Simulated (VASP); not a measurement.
Set up this calculation in VASP 6.6.1, as the native input.

| Property | Result |
| --- | --- |
| Task | single point |
| Functional | PBE |
| Potentials or basis | VASP PAW PBE potentials, release 64 (Ba_sv, O) |
| Cutoff | 600 eV |
| k mesh | 9 × 9 × 9 |
| Occupations | fermi-dirac, width 0.02 eV |
| Spin | no spin polarisation |
| Dipole correction | no |
| Further INCAR settings | ALGO = Normal; EDIFF = 1e-06; NBANDS = 15 |

The structure of BaO lies in POSCAR:

```
BaO
1.0
    0.0000000000      2.7727283034      2.7727283034
    2.7727283034      0.0000000000      2.7727283034
    2.7727283034      2.7727283034      0.0000000000
Ba O
1 1
Direct
    0.0000000000      0.0000000000      0.0000000000
    0.5000000000      0.5000000000      0.5000000000
```

This cell differs from its parent crystal: volume scaled by 1.025.

These files were run (other wordings do the same):

INCAR

```
PREC = Accurate
ENCUT = 600
EDIFF = 1E-6
ISMEAR = -1
SIGMA = 0.02
LREAL = F
LASPH = T
NELM = 120
ALGO = Normal
ISIF = 2
LWAVE = F
LCHARG = F
GGA = PE
NBANDS = 15
GGA_COMPAT = F
```

KPOINTS

```
Automatic mesh
0
Gamma
  9 9 9
```

Potentials or basis: VASP PAW PBE potentials, release 64 (Ba_sv, O).

Launch:

```bash
$ cat potpaw_PBE.64/Ba_sv/POTCAR potpaw_PBE.64/O/POTCAR > POTCAR
$ mpirun -np 1 vasp_std > vasp.out
```

Results of the run:

```yaml
Pressure: 2.7 GPa
Band_gap_on_the_k_mesh: 2.07 eV, indirect (least direct gap 2.18 eV)
```

Caveat: spin-orbit coupling is left out, which moves the levels of the heavy elements.

Run time: 32 s on 1 thread of Intel(R) Xeon(R) Platinum 8259CL CPU @ 2.50GHz (Skylake/Cascade Lake), with other jobs on the host, peak memory 0.18 GiB.
